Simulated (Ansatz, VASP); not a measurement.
Two plane-wave programs on I

File INCAR:

```
PREC     = Accurate       # precision mode
ENCUT    = 520            # plane-wave cutoff, eV
EDIFF    = 1E-6           # SCF threshold, eV
ISMEAR   = -1             # smearing method
SIGMA    = 0.05           # smearing width, eV
LREAL    = F              # projectors in reciprocal space
LASPH    = T              # aspherical terms in the spheres
NELM     = 80             # most SCF steps
ALGO     = Normal         # electronic algorithm
ISIF     = 2              # what is computed and relaxed
LWAVE    = F              # write WAVECAR
LCHARG   = F              # write CHGCAR
GGA      = CA             # functional
NBANDS   = 10             # bands
```

KPOINTS

```
regular mesh
0
Gamma
  5 5 5
```

File POSCAR:

```
I
1.0
    0.0000000000      2.3656004428      3.9098401324
    2.1922454667      0.0000000000      3.9098401324
    2.1922454667      2.3656004428      0.0000000000
I
1
Direct
    0.0000000000      0.0000000000      0.0000000000
```

Contents of input.yaml:

```yaml
crystal:
  lattice:
    - [0.0, 2.3656004428, 3.9098401324]
    - [2.1922454667, 0.0, 3.9098401324]
    - [2.1922454667, 2.3656004428, 0.0]
  atoms:
    - { symbol: I, position: [0.0, 0.0, 0.0] }
hamiltonian:
  xc: lda
  pseudopotentials: { kind: paw }
kpoints:
  mp_grid: { grid: [5, 5, 5] }
  band_path:
    path:
      - [[0.0, 0.0, 0.0], [0.5, 0.0, 0.5], [0.5, 0.1138942365, 0.6138942365], [0.0504161431, 0.5, 0.5504161431], [0.0, 0.5, 0.5], [0.0, 0.0, 0.0], [0.5, 0.5, 0.0], [0.9495838569, 0.5, 0.4495838569], [0.8622775204, 0.3622775204, 0.5], [0.5, 0.1138942365, 0.6138942365]]
      - [[0.5, 0.8861057635, 0.3861057635], [0.5, 0.5, 0.0]]
      - [[0.0, 0.5, 0.5], [0.1377224796, 0.6377224796, 0.5]]
      - [[0.8622775204, 0.3622775204, 0.5], [0.5, 0.0, 0.5]]
      - [[0.5, 0.5, 0.5], [0.0, 0.0, 0.0]]
    npoints: 14
scf:
  occupations: { method: fermi_dirac, width: 0.05 }
  n_extra_bands: 6
output:
  forces: true
  stress: true
  eigenvalues: true
  fatbands: true
```

Alike in both runs: functional LDA; k mesh 5 × 5 × 5; occupations fermi-dirac, width 0.05 eV; no spin polarisation.

```csv
,VASP,Ansatz
version,VASP 6.6.1,Ansatz 0.2.0
potentials or method,"VASP PAW LDA potentials, release 64 (I)",Ansatz PAW
plane-wave cutoff (eV),520,420
valence electrons in the cell,7,17
task,single point,band structure
```

|  | VASP | Ansatz | Ansatz less VASP |
| --- | --- | --- | --- |
| gap on the k mesh at the Fermi level (eV) | none | none | - |
| pressure (GPa) | -2.3 | -2.3 | 0.00 |
| traceless stress, the component that is largest in VASP (GPa) | 1.24 | 1.24 | +0.005 |

LDA's correlation is that of Perdew and Zunger in VASP and of Perdew and Wang (1992) in Ansatz. A gap of «none» marks a metal or a gap that the smearing closes. VASP's potentials hold 7 valence electrons a cell and Ansatz's 17, so a difference there can come from the potentials and not from the codes.

The k mesh is coarse, so the values compare programs but aren't converged. Neither program's run includes spin-orbit coupling.
